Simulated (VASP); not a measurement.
## NaH: vibrations by perturbation theory with PBEsol

Crystal: NaH.

```
CELL_PARAMETERS angstrom
2.93800 0.00000 0.00000
0.00000 2.93800 0.00000
0.00000 0.00000 2.93800
ATOMIC_POSITIONS crystal
Na 0.00000 0.00000 0.00000
H 0.50000 0.50000 0.50000
```

```yaml
Program: VASP 6.6.1
Task: vibrations by perturbation theory
Functional: PBEsol
Potentials_or_basis: VASP PAW PBE potentials, release 64 (Na_pv, H)
Cutoff: 520 eV
k_mesh: 8 × 8 × 8
Occupations: gaussian, width 0.01 eV
Spin: no spin polarisation
Dipole_correction: no
Further_INCAR_settings: ALGO = Normal; EDIFF = 1e-08; IBRION = 8; NSW = 1
```

| Quantity | Value |
| --- | --- |
| Electronic dielectric tensor (diagonal) | 3.49 |
| Born charges (mean of the diagonal) | Na +1.00; H -1.00 e |
| Highest phonon frequency at Γ, LO-TO splitting left out | 375 cm⁻¹ |

Phonon frequencies in cm⁻¹ (negative: imaginary):
| q point | frequencies |
| --- | --- |
| (0.000, 0.000, 0.000) | -2 -2 -2 375 375 375 |

Electronic dielectric tensor:
```
3.49 0.00 0.00
0.00 3.49 0.00
0.00 0.00 3.49
```

Born effective charge tensors (e):
atom 1, Na
```
1.00 0.00 0.00
0.00 1.00 0.00
0.00 0.00 1.00
```
atom 2, H
```
-1.00  0.00  0.00
 0.00 -1.00  0.00
 0.00  0.00 -1.00
```

Wall time 78 s on 1 thread of Intel(R) Xeon(R) Platinum 8259CL CPU @ 2.50GHz (Skylake/Cascade Lake), on a shared host, peak memory 0.17 GiB.
